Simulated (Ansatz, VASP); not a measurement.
**One calculation of Al, two programs**

The input INCAR:

```
  ALGO = Normal
  EDIFF = 1E-6
  ENCUT = 520
  GGA = PE
  ISIF = 2
  ISMEAR = -1
  LASPH = T
  LCHARG = F
  LREAL = F
  LWAVE = F
  NBANDS = 8
  NELM = 100
  PREC = Accurate
  SIGMA = 0.05
```

File KPOINTS:

```
k-points
0
Gamma
  14 14 14
```

File POSCAR:

```
Al
1.0
    0.0000000000      2.0636759603      2.0636759603
    2.0636759603      0.0000000000      2.0636759603
    2.0636759603      2.0636759603      0.0000000000
Al
1
Direct
    0.0000000000      0.0000000000      0.0000000000
```

Input for Ansatz:

```yaml
crystal:
  lattice:
    - [0.0, 2.0636759603, 2.0636759603]
    - [2.0636759603, 0.0, 2.0636759603]
    - [2.0636759603, 2.0636759603, 0.0]
  atoms:
    - { symbol: Al, position: [0.0, 0.0, 0.0] }
kpoints:
  mp_grid: { grid: [14, 14, 14] }
  band_path:
    path:
      - [0.0, 0.0, 0.0]
      - [0.5, 0.0, 0.5]
      - [0.625, 0.25, 0.625]
      - [0.375, 0.375, 0.75]
      - [0.0, 0.0, 0.0]
      - [0.5, 0.5, 0.5]
      - [0.5, 0.25, 0.75]
      - [0.5, 0.0, 0.5]
    npoints: 5
scf:
  occupations: { method: fermi_dirac, width: 0.05 }
hamiltonian:
  xc: pbe
  pseudopotentials: { kind: all_electron, lapw: { basis_error: 0.001 } }
output:
  forces: true
  stress: true
  eigenvalues: true
```

Change from the starting cell: volume scaled by 1.06.

Alike in both runs: task single point; functional PBE; k mesh 14 × 14 × 14; occupations fermi-dirac, width 0.05 eV; no spin polarisation.

|  | VASP | Ansatz |
| --- | --- | --- |
| version | VASP 6.6.1 | Ansatz 0.2.0 |
| potentials or method | VASP PAW PBE potentials, release 64 (Al), cutoff 520 eV | all-electron LAPW, scalar-relativistic |

|  | VASP | Ansatz | Ansatz less VASP |
| --- | --- | --- | --- |
| pressure (GPa) | -4.4 | -4.4 | +0.04 |

Ansatz ran all-electron here, and VASP with PAW potentials.
